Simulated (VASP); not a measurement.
# SnO (Pmmn) in VASP: further runs

SnO is run at these levels: PBE; tasks: single point.

Everything below comes from runs of VASP 6.6.1. Logs are shortened: lines on timing, memory, paths and dates and some standing lists are left out, and cuts for length are marked.

## (1) The cell of the first run

Symmetry: Pmmn, No. 59, orthorhombic system. Conventional cell: a = 3.636 Å, b = 4.070 Å, c = 5.134 Å, α = 90.00°, β = 90.00°, γ = 90.00°. Within 2.9 Å of Sn (site symmetry mm2) lie 4 O at 2.22 to 2.29 Å. Within 2.9 Å of O (site symmetry mm2) lie 4 Sn at 2.22 to 2.29 Å and 4 O at 2.74 Å.

## (2) Single point, PBE (uniaxial strain along a: -6.0 %, then relaxed in part)

INCAR reads:

```
PREC = Accurate
ENCUT = 520
EDIFF = 1E-6
ISMEAR = 0
SIGMA = 0.01
LREAL = F
LASPH = T
NELM = 60
ALGO = Normal
ISIF = 2
LWAVE = F
LCHARG = F
GGA = PE
NBANDS = 28
```

KPOINTS reads:

```
regular mesh
0
Gamma
  10 10 8
```

POSCAR reads:

```
SnO
1.0
    3.6361670550      0.0000000000      0.0000000000
    0.0000000000      4.0701189618      0.0000000000
    0.0000000000      0.0000000000      5.1337885670
Sn O
2 2
Direct
    0.0000000000      0.5000000000      0.2262995615
    0.5000000000      0.0000000000      0.7737004385
    0.5000000000      0.5000000000     -0.0208249825
    0.0000000000      0.0000000000      0.0208249825
```

Potentials or basis: VASP PAW PBE potentials, release 64 (Sn_d, O).

Run with:

```
$ cat potpaw_PBE.64/Sn_d/POTCAR potpaw_PBE.64/O/POTCAR > POTCAR
$ mpirun -np 1 vasp_std > vasp.out
```

OUTCAR:

```text
PREC = Accurate
   ENCUT = 520
   EDIFF = 1E-6
   ISMEAR = 0
   LREAL = F
   LASPH = T
   NELM = 60
   ISIF = 2
   GGA = PE

 ion  position               nearest neighbor table
   1  0.000  0.500  0.226-   3 2.22   3 2.22   4 2.29   4 2.29   2 3.58   2 3.58   2 3.58   2 3.58

   2  0.500  0.000  0.774-   4 2.22   4 2.22   3 2.29   3 2.29   1 3.58   1 3.58   1 3.58   1 3.58

   3  0.500  0.500  0.979-   1 2.22   1 2.22   2 2.29   2 2.29
   4  0.000  0.000  0.021-   2 2.22   2 2.22   1 2.29   1 2.29

  LATTYP: Found a simple orthorhombic cell.
 ALAT       =     3.6361670550
 B/A-ratio  =     1.1193432260
 C/A-ratio  =     1.4118681813

  Lattice vectors:

 A1 = (   3.6361670550,   0.0000000000,   0.0000000000)
 A2 = (   0.0000000000,   4.0701189618,   0.0000000000)
 A3 = (   0.0000000000,   0.0000000000,   5.1337885670)

Analysis of symmetry for initial positions (statically):
=====================================================================
 Subroutine PRICEL returns:
 Original cell was already a primitive cell.

 Routine SETGRP: Setting up the symmetry group for a
 simple orthorhombic supercell.

 Subroutine GETGRP returns: Found  8 space group operations
 (whereof  4 operations were pure point group operations)
 out of a pool of  8 trial point group operations.

The static configuration has the point symmetry C_2v.
 The point group associated with its full space group is D_2h.

Analysis of symmetry for dynamics (positions and initial velocities):
=====================================================================
 Subroutine PRICEL returns:
 Original cell was already a primitive cell.

 Routine SETGRP: Setting up the symmetry group for a
 simple orthorhombic supercell.

 Subroutine GETGRP returns: Found  8 space group operations
 (whereof  4 operations were pure point group operations)
 out of a pool of  8 trial point group operations.

The dynamic configuration has the point symmetry C_2v.
 The point group associated with its full space group is D_2h.

 Subroutine INISYM returns: Found  8 space group operations
 (whereof  4 operations are pure point group operations),
 and found     1 'primitive' translations

----------------------------------------------------------------------------------------

[... 92 lines left out ...]
   LSORBIT =      F    spin-orbit coupling
   LASPH  =      T    aspherical Exc in radial PAW
   ENCUT  =  520.0 eV  38.22 Ry    6.18 a.u.   6.76  7.57  9.55*2*pi/ulx,y,z
   NELM   =     60;   NELMIN=  2; NELMDL= -5     # of ELM steps
   EDIFF  = 0.1E-05   stopping-criterion for ELM
   LREAL  =      F    real-space projection
   EDIFFG = 0.1E-04   stopping-criterion for IOM
   NSW    =      0    number of steps for IOM
   IBRION =     -1    ionic relax: 0-MD 1-quasi-New 2-CG
   NFREE  =      0    steps in history (QN), initial steepest desc. (CG)
   ISIF   =      2    stress and relaxation
   ISYM   =      2    0-nonsym 1-usesym 2-fastsym
   POTIM  = 0.5000    time-step for ionic-motion
   TEBEG  =    0.0;   TEEND  =   0.0 temperature during run
   PSTRESS=    0.0 pullay stress
   NELECT =      40.0000    total number of electrons
   NUPDOWN=      -1.0000    fix difference up-down
   EMIN   =  10.00;   EMAX   =-10.00  energy-range for DOS
   EFERMI =   0.00;   METHOD = LEGACY
   ISMEAR =     0;   SIGMA  =   0.01  broadening in eV -4-tet -1-fermi 0-gaus
   EFERMI_NEDOS =   21; number of points for ismear=-14 and -15
   IALGO  =     38    algorithm
   IMIX   =      4    mixing-type and parameters
     AMIX     =   0.40;   BMIX     =  1.00
     AMIX_MAG =   1.60;   BMIX_MAG =  1.00
  volume/ion in A,a.u.               =      18.99       128.18
  Fermi-wavevector in a.u.,A,eV,Ry     =   1.321900  2.498028 23.775079  1.747419
  Thomas-Fermi vector in A             =   2.451620
   LORBIT       =      0    0 simple, 1 ext, 2 COOP (PROOUT), +10 PAW based schemes
   GGA     = PE    functional components
   LHFCALC =     F    Hartree Fock is set to
   AEXX    =    0.0000 exact exchange contribution
   IVDW    =     0    specifies the selected vdW correction
   LEPSILON=     F    determine dielectric tensor
   LRPA    =     F    only Hartree local field effects (RPA)
 non-spin polarized calculation
 Gauss-broadening in eV      SIGMA  =   0.01
  energy-cutoff  :      520.00
  volume of cell :       75.98
 maximum number of plane-waves:      2078
 NGX is ok and might be reduce to    28
   NGX = 13   NGY = 15   NGZ = 19

 number of electron      39.9999995 magnetization

 Free energy of the ion-electron system (eV)
  ---------------------------------------------------
  ext. energy  EPLUGINS =         0.00000000
  ---------------------------------------------------
  free energy    TOTEN  =       -22.71075957 eV

  energy without entropy =      -22.71075957  energy(sigma->0) =      -22.71075957

 E-fermi :   6.1451     XC(G=0):  -9.8044

 val. band max:        6.0940449329   @ k =   0.1000   0.0000   0.0000
 cond. band min:       6.6233146278   @ k =   0.5000   0.5000   0.0000
 fundamental gap:      0.5292696950
 Fermi energy:         6.1450594415

 k-point     1 :       0.0000    0.0000    0.0000
  band No.  band energies     occupation
      1     -15.6496      2.00000
      2     -15.2938      2.00000
      3     -15.2668      2.00000
      4     -15.2601      2.00000
      5     -15.2406      2.00000
      6     -15.2224      2.00000
[... 733 lines left out ...]
     27      13.5239      0.00000
     28      13.5239      0.00000

 [... further k-points ...]

------------------------ aborting loop because EDIFF is reached ----------------------------------------

  FORCE on cell =-STRESS in cart. coord.  units (eV):
  Direction    XX          YY          ZZ          XY          YZ          ZX
  --------------------------------------------------------------------------------------
  -------------------------------------------------------------------------------------
  Total        0.6150827      0.0613887      0.1057730      0.0000000      0.0000000      0.0000000
  in kB       12.9704549      1.2945245      2.2304714      0.0000000      0.0000000      0.0000000
  external PRESSURE =       5.4984836 kB  Pullay stress =       0.0000000 kB

 VOLUME and BASIS-vectors are now :
 -----------------------------------------------------------------------------
  energy-cutoff  :      520.00
  volume of cell :       75.98
      direct lattice vectors                 reciprocal lattice vectors
     3.636167055  0.000000000  0.000000000     0.275014867  0.000000000  0.000000000
     0.000000000  4.070118962  0.000000000     0.000000000  0.245693064  0.000000000
     0.000000000  0.000000000  5.133788567     0.000000000  0.000000000  0.194787921

 POSITION                                       TOTAL-FORCE (eV/Angst)
 -----------------------------------------------------------------------------------
      0.00000      2.03506      1.16177         0.000000      0.000000      0.079685
      1.81808      0.00000      3.97201         0.000000      0.000000     -0.079685
      1.81808      2.03506      5.02688         0.000000      0.000000     -0.015868
      0.00000      0.00000      0.10691         0.000000      0.000000      0.015868
 -----------------------------------------------------------------------------------
    total drift:                                0.000000      0.000000     -0.000000

  FREE ENERGIE OF THE ION-ELECTRON SYSTEM (eV)
  ---------------------------------------------------
  free  energy   TOTEN  =       -22.7107595653 eV

  energy  without entropy=      -22.7107595653  energy(sigma->0) =      -22.71075957
```

Run time: 3.6 min. Hardware: 1 thread of Intel Xeon Platinum 8559C (Emerald Rapids), shared host; peak memory 0.4 GiB.

Results:

```
Free energy            : -22.7108 eV
Pressure               : 0.5 GPa
Largest force          : 0.080 eV/Å
Band gap on the k mesh : 0.53 eV (least direct gap 2.09 eV)
```

Forces on the atoms (eV/Å):
```
Sn   0.000  0.000  0.080
Sn   0.000  0.000 -0.080
O    0.000  0.000 -0.016
O    0.000  0.000  0.016
```

Stress tensor (GPa, compression positive):
```
1.30 0.00 0.00
0.00 0.13 0.00
0.00 0.00 0.22
```

Levels at points of the mesh, in eV from the valence-band top:
| k point | band 18 | band 19 | band 20 | band 21 | band 22 | band 23 |
| --- | --- | --- | --- | --- | --- | --- |
| (0.00, 0.00, 0.00) | -2.91 | -2.80 | -0.05 | 2.04 | 4.03 | 4.33 |
| (0.50, 0.00, 0.00) | -4.59 | -2.14 | -2.14 | 2.57 | 2.57 | 5.76 |
| (0.00, 0.50, 0.00) | -4.24 | -2.47 | -2.47 | 3.30 | 3.30 | 5.29 |
| (0.50, 0.50, 0.00) | -2.32 | -1.65 | -1.65 | 0.53 | 0.53 | 4.59 |
| (0.00, 0.00, 0.50) | -2.91 | -2.83 | -1.98 | 1.92 | 2.75 | 3.78 |
| (0.50, 0.00, 0.50) | -4.57 | -1.48 | -1.48 | 2.43 | 2.43 | 5.41 |
| (0.00, 0.50, 0.50) | -4.21 | -1.63 | -1.63 | 2.33 | 2.33 | 6.09 |
| (0.50, 0.50, 0.50) | -2.50 | -2.03 | -2.03 | 2.52 | 2.52 | 3.69 |

Caveat: the cell differs from its parent crystal (uniaxial strain along a: -6.0 %, then relaxed in part); spin-orbit coupling is left out, which moves the levels of the heavy elements.

## (3) Single point, PBE (uniaxial strain along a: +6.0 %, then relaxed in part)

INCAR reads:

```
ALGO = Normal
EDIFF = 1E-6
ENCUT = 520
GGA = PE
ISIF = 2
ISMEAR = 0
LASPH = T
LCHARG = F
LREAL = F
LWAVE = F
NBANDS = 28
NELM = 80
PREC = Accurate
SIGMA = 0.01
```

KPOINTS reads:

```
k-points
0
Gamma
  10 10 8
```

POSCAR reads:

```
SnO
1.0
    4.1003585939      0.0000000000      0.0000000000
    0.0000000000      3.6673000036      0.0000000000
    0.0000000000      0.0000000000      5.0972313778
Sn O
2 2
Direct
    0.0000000000      0.5000000000      0.2259300997
    0.5000000000      0.0000000000      0.7740699003
    0.5000000000      0.5000000000      0.0201824008
    0.0000000000      0.0000000000     -0.0201824008
```

Potentials or basis: VASP PAW PBE potentials, release 64 (Sn_d, O).

Run with:

```
$ cat potpaw_PBE.64/Sn_d/POTCAR potpaw_PBE.64/O/POTCAR > POTCAR
$ mpirun -np 1 vasp_std > vasp.out
```

OUTCAR:

```text
EDIFF = 1E-6
   ENCUT = 520
   GGA = PE
   ISIF = 2
   ISMEAR = 0
   LASPH = T
   LREAL = F
   NELM = 80
   PREC = Accurate

 ion  position               nearest neighbor table
   1  0.000  0.500  0.226-   4 2.22   4 2.22   3 2.30   3 2.30   2 3.59   2 3.59   2 3.59   2 3.59

   2  0.500  0.000  0.774-   3 2.22   3 2.22   4 2.30   4 2.30   1 3.59   1 3.59   1 3.59   1 3.59

   3  0.500  0.500  0.020-   2 2.22   2 2.22   1 2.30   1 2.30
   4  0.000  0.000  0.980-   1 2.22   1 2.22   2 2.30   2 2.30

  LATTYP: Found a simple orthorhombic cell.
 ALAT       =     3.6673000036
 B/A-ratio  =     1.1180864914
 C/A-ratio  =     1.3899139347

  Lattice vectors:

 A1 = (   0.0000000000,  -3.6673000036,   0.0000000000)
 A2 = (   4.1003585939,   0.0000000000,   0.0000000000)
 A3 = (   0.0000000000,   0.0000000000,   5.0972313778)

Analysis of symmetry for initial positions (statically):
=====================================================================
 Subroutine PRICEL returns:
 Original cell was already a primitive cell.

 Routine SETGRP: Setting up the symmetry group for a
 simple orthorhombic supercell.

 Subroutine GETGRP returns: Found  8 space group operations
 (whereof  4 operations were pure point group operations)
 out of a pool of  8 trial point group operations.

The static configuration has the point symmetry C_2v.
 The point group associated with its full space group is D_2h.

Analysis of symmetry for dynamics (positions and initial velocities):
=====================================================================
 Subroutine PRICEL returns:
 Original cell was already a primitive cell.

 Routine SETGRP: Setting up the symmetry group for a
[... 124 lines left out ...]
   EMIN   =  10.00;   EMAX   =-10.00  energy-range for DOS
   EFERMI =   0.00;   METHOD = LEGACY
   ISMEAR =     0;   SIGMA  =   0.01  broadening in eV -4-tet -1-fermi 0-gaus
   EFERMI_NEDOS =   21; number of points for ismear=-14 and -15
   IALGO  =     38    algorithm
   IMIX   =      4    mixing-type and parameters
     AMIX     =   0.40;   BMIX     =  1.00
     AMIX_MAG =   1.60;   BMIX_MAG =  1.00
  volume/ion in A,a.u.               =      19.16       129.31
  Fermi-wavevector in a.u.,A,eV,Ry     =   1.318036  2.490727 23.636300  1.737219
  Thomas-Fermi vector in A             =   2.448035
   LORBIT       =      0    0 simple, 1 ext, 2 COOP (PROOUT), +10 PAW based schemes
   GGA     = PE    functional components
   LHFCALC =     F    Hartree Fock is set to
   AEXX    =    0.0000 exact exchange contribution
   IVDW    =     0    specifies the selected vdW correction
   LEPSILON=     F    determine dielectric tensor
   LRPA    =     F    only Hartree local field effects (RPA)
 non-spin polarized calculation
 Gauss-broadening in eV      SIGMA  =   0.01
  energy-cutoff  :      520.00
  volume of cell :       76.65
 maximum number of plane-waves:      2102
   NGX = 15   NGY = 13   NGZ = 19

 number of electron      39.9999990 magnetization

 Free energy of the ion-electron system (eV)
  ---------------------------------------------------
  ext. energy  EPLUGINS =         0.00000000
  ---------------------------------------------------
  free energy    TOTEN  =       -22.71155098 eV

  energy without entropy =      -22.71155098  energy(sigma->0) =      -22.71155098

 E-fermi :   6.0896     XC(G=0):  -9.7630

 val. band max:        5.9534639026   @ k =   0.0000   0.2000   0.0000
 cond. band min:       6.5420716418   @ k =   0.5000   0.5000   0.0000
 fundamental gap:      0.5886077392
 Fermi energy:         6.0895634979

 k-point     1 :       0.0000    0.0000    0.0000
  band No.  band energies     occupation
      1     -15.7317      2.00000
      2     -15.3838      2.00000
      3     -15.3654      2.00000
      4     -15.3577      2.00000
      5     -15.3378      2.00000
      6     -15.3220      2.00000
[... 733 lines left out ...]
     27      13.6042      0.00000
     28      13.6042      0.00000

 [... further k-points ...]

------------------------ aborting loop because EDIFF is reached ----------------------------------------

  FORCE on cell =-STRESS in cart. coord.  units (eV):
  Direction    XX          YY          ZZ          XY          YZ          ZX
  --------------------------------------------------------------------------------------
  -------------------------------------------------------------------------------------
  Total       -0.5079431      0.1035081      0.1026039      0.0000000      0.0000000      0.0000000
  in kB      -10.6175191      2.1636271      2.1447255      0.0000000      0.0000000      0.0000000
  external PRESSURE =      -2.1030555 kB  Pullay stress =       0.0000000 kB

 VOLUME and BASIS-vectors are now :
 -----------------------------------------------------------------------------
  energy-cutoff  :      520.00
  volume of cell :       76.65
      direct lattice vectors                 reciprocal lattice vectors
     4.100358594  0.000000000  0.000000000     0.243881109  0.000000000  0.000000000
     0.000000000  3.667300004  0.000000000     0.000000000  0.272680173  0.000000000
     0.000000000  0.000000000  5.097231378     0.000000000  0.000000000  0.196184934

 POSITION                                       TOTAL-FORCE (eV/Angst)
 -----------------------------------------------------------------------------------
      0.00000      1.83365      1.15162         0.000000      0.000000      0.077309
      2.05018      0.00000      3.94561         0.000000      0.000000     -0.077309
      2.05018      1.83365      0.10287         0.000000      0.000000      0.016175
      0.00000      0.00000      4.99436         0.000000      0.000000     -0.016175
 -----------------------------------------------------------------------------------
    total drift:                                0.000000     -0.000000     -0.000000

  FREE ENERGIE OF THE ION-ELECTRON SYSTEM (eV)
  ---------------------------------------------------
  free  energy   TOTEN  =       -22.7115509763 eV

  energy  without entropy=      -22.7115509763  energy(sigma->0) =      -22.71155098
```

OSZICAR:

```text
N       E                     dE             d eps       ncg     rms          rms(c)
DAV:   1     0.415889170613E+03    0.41589E+03   -0.19867E+04 10420   0.210E+03
DAV:   2     0.380692624137E+02   -0.37782E+03   -0.36261E+03 10512   0.536E+02
DAV:   3    -0.234283525357E+02   -0.61498E+02   -0.60332E+02 11564   0.180E+02
DAV:   4    -0.264550211639E+02   -0.30267E+01   -0.30100E+01 11608   0.430E+01
DAV:   5    -0.265270491340E+02   -0.72028E-01   -0.72020E-01 10996   0.718E+00    0.117E+01
DAV:   6    -0.227765572932E+02    0.37505E+01   -0.18145E+01 16212   0.458E+01    0.517E+00
DAV:   7    -0.227316914940E+02    0.44866E-01   -0.22475E+00 11824   0.884E+00    0.251E+00
DAV:   8    -0.227181371883E+02    0.13554E-01   -0.32103E-01 12372   0.369E+00    0.818E-01
DAV:   9    -0.227104205147E+02    0.77167E-02   -0.51067E-02 16480   0.215E+00    0.256E-01
DAV:  10    -0.227120795041E+02   -0.16590E-02   -0.88248E-03 13468   0.821E-01    0.172E-01
DAV:  11    -0.227115135018E+02    0.56600E-03   -0.29845E-03 15324   0.474E-01    0.251E-02
DAV:  12    -0.227115535926E+02   -0.40091E-04   -0.33898E-04 10484   0.111E-01    0.336E-02
DAV:  13    -0.227115509341E+02    0.26585E-05   -0.42105E-05 12724   0.561E-02    0.264E-03
DAV:  14    -0.227115509763E+02   -0.42168E-07   -0.34660E-06 11220   0.124E-02
   1 F= -.22711551E+02 E0= -.22711551E+02  d E =-.506483E-85
```

It took 4.6 min on 1 thread of Intel Xeon Platinum 8488C (Sapphire Rapids), shared host; peak memory 0.4 GiB.

Results:

| Quantity | Value |
| --- | --- |
| Free energy | -22.7116 eV |
| Pressure | -0.2 GPa |
| Largest force | 0.077 eV/Å |
| Band gap on the k mesh | 0.59 eV (least direct gap 2.06 eV) |

Forces on the atoms (eV/Å):
```
Sn   0.000  0.000  0.077
Sn   0.000  0.000 -0.077
O    0.000  0.000  0.016
O    0.000  0.000 -0.016
```

Levels at points of the mesh, in eV from the valence-band top:
```
           k point  band 16  band 17  band 18  band 19  band 20  band 21  band 22  band 23  band 24  band 25
(0.00, 0.00, 0.00)    -5.33    -3.19    -2.90    -2.76    -0.06     2.00     4.05     4.34     5.03     5.79
(0.50, 0.00, 0.00)    -4.36    -4.20    -4.20    -2.37    -2.37     3.34     3.34     5.24     5.24     6.38
(0.00, 0.50, 0.00)    -4.70    -4.53    -4.53    -2.07    -2.07     2.66     2.66     5.72     5.72     5.99
(0.50, 0.50, 0.00)    -4.66    -2.29    -2.29    -1.60    -1.60     0.59     0.59     4.66     4.66     6.63
(0.00, 0.00, 0.50)    -3.83    -2.90    -2.86    -2.80    -1.83     1.84     2.76     3.71     4.23     7.34
(0.50, 0.00, 0.50)    -4.61    -4.18    -4.18    -1.53    -1.53     2.37     2.37     6.04     6.04     6.32
(0.00, 0.50, 0.50)    -5.16    -4.50    -4.50    -1.43    -1.43     2.53     2.53     5.36     5.36     6.33
(0.50, 0.50, 0.50)    -4.97    -2.46    -2.46    -2.02    -2.02     2.62     2.62     3.73     3.73     5.61
```

Caveat: the cell differs from its parent crystal (uniaxial strain along a: +6.0 %, then relaxed in part); spin-orbit coupling is left out, which moves the levels of the heavy elements.
